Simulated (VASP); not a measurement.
# LiF (Griceite) (Fm-3m) in VASP: notebook, part 2 of 2

VASP 6.6.1.

## Step 3: Relaxation of cell and atoms, PBEsol

This run uses another cell than the first one, of 8.17 Å³/atom, 1.015 times its volume.

The input, INCAR:

```
SYSTEM = LiF
PREC = Accurate ; ENCUT = 600
EDIFF = 1E-6 ; ISMEAR = 0
SIGMA = 0.02 ; LREAL = .False.
LASPH = .True. ; NELM = 80
ALGO = Normal ; ISIF = 3
LWAVE = .False. ; LCHARG = .False.
GGA = PS ; IBRION = 2
NSW = 100 ; EDIFFG = -0.005
```

The input, KPOINTS:

```
Automatic mesh
0
Gamma
  10 10 10
  0 0 0
```

The input, POSCAR:

```
LiF
1.0
    0.0000000000      2.0140000000      2.0140000000
    2.0140000000      0.0000000000      2.0140000000
    2.0140000000      2.0140000000      0.0000000000
Li F
1 1
Direct
    0.0000000000      0.0000000000      0.0000000000
    0.5000000000      0.5000000000      0.5000000000
```

Potentials or basis: VASP PAW PBE potentials, release 64 (Li_sv, F).

Launch:

```sh
$ cat potpaw_PBE.64/Li_sv/POTCAR potpaw_PBE.64/F/POTCAR > POTCAR
$ mpirun -np 1 vasp_std > vasp.out
```

OUTCAR:

```text
SYSTEM = LiF
   PREC = Accurate
   ENCUT = 600
   EDIFF = 1E-6
   ISMEAR = 0
   LREAL = .False.
   LASPH = .True.
   NELM = 80
   ISIF = 3
   GGA = PS
   IBRION = 2
   NSW = 100
   EDIFFG = -0.005

 ion  position               nearest neighbor table
   1  0.000  0.000  0.000-   2 2.01   2 2.01   2 2.01   2 2.01   2 2.01   2 2.01
   2  0.500  0.500  0.500-   1 2.01   1 2.01   1 2.01   1 2.01   1 2.01   1 2.01

  LATTYP: Found a face centered cubic cell.
 ALAT       =     4.0280000000

  Lattice vectors:

 A1 = (   0.0000000000,   2.0140000000,   2.0140000000)
 A2 = (   2.0140000000,   0.0000000000,   2.0140000000)
 A3 = (   2.0140000000,   2.0140000000,   0.0000000000)

Analysis of symmetry for initial positions (statically):
=====================================================================
 Subroutine PRICEL returns:
 Original cell was already a primitive cell.

 Routine SETGRP: Setting up the symmetry group for a
 face centered cubic supercell.

 Subroutine GETGRP returns: Found 48 space group operations
 (whereof 48 operations were pure point group operations)
 out of a pool of 48 trial point group operations.
[... 173 lines left out ...]
  -------------------------------------------------------------------------------------
  Total       -0.1575884     -0.1575884     -0.1575884      0.0000000      0.0000000      0.0000000
  in kB      -15.4534882    -15.4534882    -15.4534882      0.0000000      0.0000000      0.0000000
  external PRESSURE =     -15.4534882 kB  Pullay stress =       0.0000000 kB
[... 95 lines left out ...]
--------------------------------------- Ionic step        4  -------------------------------------------

 number of electron       9.9999996 magnetization

 Free energy of the ion-electron system (eV)
  ---------------------------------------------------
  ext. energy  EPLUGINS =         0.00000000
  ---------------------------------------------------
  free energy    TOTEN  =        -9.85679659 eV

  energy without entropy =       -9.85679659  energy(sigma->0) =       -9.85679659

 E-fermi :  -0.8525     XC(G=0): -10.3190

 val. band max:       -0.9699653074   @ k =   0.0000   0.0000   0.0000
 cond. band min:       8.1543544078   @ k =   0.0000   0.0000   0.0000
 fundamental gap:      9.1243197153
 Fermi energy:        -0.8525231501

 k-point     1 :       0.0000    0.0000    0.0000
  band No.  band energies     occupation
      1     -41.1244      2.00000
      2     -20.8985      2.00000
      3      -0.9700      2.00000
      4      -0.9700      2.00000
      5      -0.9700      2.00000
      6       8.1544      0.00000
      7      23.1563      0.00000
      8      23.1563      0.00000
      9      23.1563      0.00000
[... 265 lines left out ...]
 k-point    24 :       0.4000    0.3000    0.0000
  band No.  band energies     occupation
      1     -41.0521      2.00000
      2     -20.3369      2.00000
      3      -3.4050      2.00000
      4      -1.8877      2.00000
      5      -1.7696      2.00000
      6      12.1585      0.00000
      7      15.7093      0.00000
      8      17.6804      0.00000
      9      19.2883      0.00000

 [... further k-points ...]
[... 5 lines left out ...]
  --------------------------------------------------------------------------------------
  -------------------------------------------------------------------------------------
  Total        0.0025185      0.0025185      0.0025185      0.0000000      0.0000000      0.0000000
  in kB        0.2527684      0.2527684      0.2527684      0.0000000      0.0000000      0.0000000
  external PRESSURE =       0.2527684 kB  Pullay stress =       0.0000000 kB
[... 17 lines left out ...]
  FREE ENERGIE OF THE ION-ELECTRON SYSTEM (eV)
  ---------------------------------------------------
  free  energy   TOTEN  =        -9.8567965887 eV

  energy  without entropy=       -9.8567965887  energy(sigma->0) =       -9.85679659

 reached required accuracy - stopping structural energy minimisation
```

OSZICAR:

```text
N       E                     dE             d eps       ncg     rms          rms(c)
DAV:   1     0.341530684591E+02    0.34153E+02   -0.61043E+03   894   0.125E+03
DAV:   2    -0.906596667536E+01   -0.43219E+02   -0.42307E+02   940   0.215E+02
DAV:   3    -0.102650314962E+02   -0.11991E+01   -0.11969E+01  1094   0.342E+01
DAV:   4    -0.102796310636E+02   -0.14600E-01   -0.14589E-01  1179   0.360E+00
[... 24 lines left out ...]
DAV:   1    -0.985759090210E+01   -0.81704E-03   -0.15805E-02   848   0.131E+00    0.232E-01
DAV:   2    -0.985682074441E+01    0.77016E-03   -0.43603E-03   862   0.554E-01    0.438E-02
DAV:   3    -0.985680337296E+01    0.17371E-04   -0.25104E-05  1122   0.646E-02    0.248E-02
DAV:   4    -0.985679632044E+01    0.70525E-05   -0.90891E-06  1242   0.317E-02    0.146E-03
DAV:   5    -0.985679658868E+01   -0.26824E-06   -0.35116E-07   470   0.701E-03
   4 F= -.98567966E+01 E0= -.98567966E+01  d E =-.185125E-02
```

CONTCAR:

```text
LiF
   1.00000000000000
     0.0000000000000000    1.9984767795000111    1.9984767795000111
     1.9984767795000111    0.0000000000000000    1.9984767795000111
     1.9984767795000111    1.9984767795000111    0.0000000000000000
  Li              F
     1     1
Direct
     0.0000000000000000    1.0000000000000000    0.0000000000000000
     0.5000000000000000    0.5000000000000000    0.5000000000000000

  0.00000000E+00  0.00000000E+00  0.00000000E+00
  0.00000000E+00  0.00000000E+00  0.00000000E+00
```

Run time: 15 s. Hardware: 1 thread of Intel Xeon Platinum 8488C (Sapphire Rapids), shared host; peak memory 0.13 GiB.

What came out:

| Item | Value |
| --- | --- |
| Free energy | -9.8568 eV |
| Relaxed volume | 7.98 Å³/atom |
| Relaxed cell | a = 2.826 Å, b = 2.826 Å, c = 2.826 Å, α = 60.00°, β = 60.00°, γ = 60.00° |
| Space group after relaxing (to 0.05 Å) | Fm-3m (No. 225) |
| Energy gained by relaxing | 0.9 meV/atom |
| Ionic steps | 4 |
| Pressure after relaxing | 0.0 GPa |
| Band gap on the k mesh | 9.12 eV, direct |

Step by step:
```
step  energy change (eV)  largest force (eV/Å)  pressure (GPa)  volume (Å³)
   1              0.0000                0.0000           -1.55        16.34
   2             -0.0014                0.0000           -0.80        16.15
   3             -0.0018                0.0000           -0.20        16.01
   4             -0.0019                0.0000            0.03        15.96
```

Final structure:
```
CELL_PARAMETERS angstrom
0.00000 1.99848 1.99848
1.99848 0.00000 1.99848
1.99848 1.99848 0.00000
ATOMIC_POSITIONS crystal
Li 0.00000 0.00000 0.00000
F 0.50000 0.50000 0.50000
```

Levels at points of the mesh, in eV from the valence-band top:
```tsv
k point	band 3	band 4	band 5	band 6	band 7	band 8
(0.00, 0.00, 0.00)	0.00	0.00	0.00	9.12	24.13	24.13
(0.50, 0.00, 0.00)	-2.63	-0.24	-0.24	10.69	16.83	18.92
(0.50, 0.50, 0.00)	-3.16	-1.05	-1.05	14.85	16.30	17.61
```

Caveat: the cutoff is under 1.25 times the usual one of these potentials, so pressure, stress and relaxed cells hold a basis-set (Pulay) error; the PAW data sets were made with another functional, which shifts forces and pressure a little. A k mesh can miss the band edges.
